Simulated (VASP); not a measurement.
Runs of VASP 6.6.1 on SrCl2. Symmetry: Fm-3m, No. 225, cubic system. The conventional cell has a = 6.995 Å, b = 6.995 Å, c = 6.995 Å, α = 90.00°, β = 90.00°, γ = 90.00°. Sr (site symmetry m-3m) has 8 Cl at 3.03 Å within 4.0 Å. Within 4.0 Å of Cl (site symmetry -43m) lie 4 Sr at 3.03 Å and 6 Cl at 3.50 Å. 

```tsv
level	smearing	grid for exact exchange (PRECFOCK)	share of exact exchange	screening parameter	gap on the mesh (eV)	pressure (GPa)
r2SCAN	gaussian 0.01 eV	-	-	-	5.94	0.0
PBE-based screened hybrid with 5 % exact exchange	gaussian 0.01 eV	Normal	0.05	0.2078 1/Å	5.56	(a)
r2SCAN	gaussian 0.2 eV	-	-	-	5.94	0.0
r2SCAN	methfessel-paxton 0.2 eV	-	-	-	5.94	0.0
r2SCAN	fermi-dirac 0.001 eV	-	-	-	5.94	0.0
r2SCAN+rVV10	gaussian 0.01 eV	-	-	-	5.79	-0.6
PBE-based screened hybrid with 50 % exact exchange	gaussian 0.01 eV	Normal	0.5	0.3 1/Å	(b)	-0.2
r2SCAN	methfessel-paxton 0.05 eV	-	-	-	5.94	0.0
```

Alike in all rows: task single point; potentials or basis VASP PAW PBE potentials, release 64 (Sr_sv, Cl); no spin polarisation; cell as given; k mesh 4 × 4 × 4; cutoff (eV) 520.

Problem. Estimate the missing entries.

Solution. (a) 0.7; (b) 7.42.

Caveats: the PAW data sets were made with another functional, which shifts forces and pressure a little.

A k mesh can miss the band edges, and the runs leave out spin-orbit coupling on Sr.
